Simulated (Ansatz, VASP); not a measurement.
# One calculation of Li2ClF, two programs

POSCAR

```
Li2ClF
1.0
    1.6600766802      0.9584457181      5.3158789527
   -1.6600766802      0.9584457181      5.3158789527
    0.0000000000     -1.9168914365      5.3158789526
F Cl Li
1 1 2
Direct
    1.0000000000      0.0000000000      0.0000000000
    0.5000000000      0.5000000000      0.5000000000
    0.2633593308      0.2633593308      0.2633593308
    0.7366406692      0.7366406692      0.7366406692
```

INCAR.step1

```
PREC     = Accurate       # precision mode
ENCUT    = 520            # plane-wave cutoff, eV
ISMEAR   = 0              # smearing method
SIGMA    = 0.01           # smearing width, eV
LREAL    = F              # projectors in reciprocal space
LASPH    = T              # aspherical terms in the spheres
NELM     = 80             # most SCF steps
NBANDS   = 18             # bands
GGA      = PE             # functional
ALGO     = Normal         # electronic algorithm
EDIFF    = 1E-4           # SCF threshold, eV
LWAVE    = T              # write WAVECAR
LCHARG   = F              # write CHGCAR
```

INCAR.step2

```
PREC     = Accurate       # precision mode
ENCUT    = 520            # plane-wave cutoff, eV
EDIFF    = 1E-6           # SCF threshold, eV
ISMEAR   = 0              # smearing method
SIGMA    = 0.01           # smearing width, eV
LREAL    = F              # projectors in reciprocal space
LASPH    = T              # aspherical terms in the spheres
NELM     = 80             # most SCF steps
ALGO     = Normal         # electronic algorithm
ISIF     = 2              # what is computed and relaxed
LWAVE    = F              # write WAVECAR
LCHARG   = F              # write CHGCAR
METAGGA  = R2SCAN         # meta-GGA
LMIXTAU  = T            
NBANDS   = 18             # bands
ISTART   = 1
```

The input KPOINTS:

```
Automatic mesh
0
Gamma
  8 8 8
```

Input for Ansatz:

```yaml
crystal:
  lattice:
    - [1.6600766802, 0.9584457181, 5.3158789527]
    - [-1.6600766802, 0.9584457181, 5.3158789527]
    - [0.0, -1.9168914365, 5.3158789526]
  atoms:
    - { symbol: F, position: [1.0, 0.0, 0.0] }
    - { symbol: Cl, position: [0.5, 0.5, 0.5] }
    - { symbol: Li, position: [0.2633593308, 0.2633593308, 0.2633593308] }
    - { symbol: Li, position: [0.7366406692, 0.7366406692, 0.7366406692] }
kpoints:
  mp_grid: { grid: [8, 8, 8] }
hamiltonian:
  xc: r2scan
scf:
  occupations: { method: fixed }
  n_extra_bands: 5
output:
  forces: true
  stress: true
  eigenvalues: true
```

Alike in both runs: task single point; functional r2SCAN; k mesh 8 × 8 × 8; no spin polarisation.

|  | VASP | Ansatz |
| --- | --- | --- |
| version | VASP 6.6.1 | Ansatz 0.2.0 |
| potentials or method | VASP PAW PBE potentials, release 64 (F, Cl, Li_sv) | plane waves, PAW |
| plane-wave cutoff (eV) | 520 | 500 |
| occupations | gaussian, width 0.01 eV | fixed |
| valence electrons in the cell | 20 | 20 |

Ansatz gave:

```
gap on the k mesh at the Fermi level (eV) : 5.50
rms of the force components (eV/Å)        : 0.013
```

What did VASP give for the same quantities?

gap on the k mesh at the Fermi level (eV): 5.58; rms of the force components (eV/Å): 0.009.

VASP's potentials were made for PBE, not for r2SCAN. Atom by atom the forces differ by 0.004 eV/Å (rms over components).

Noted on VASP's run: the cutoff is under 1.25 times that of the potentials, so the pressure is a little rough.
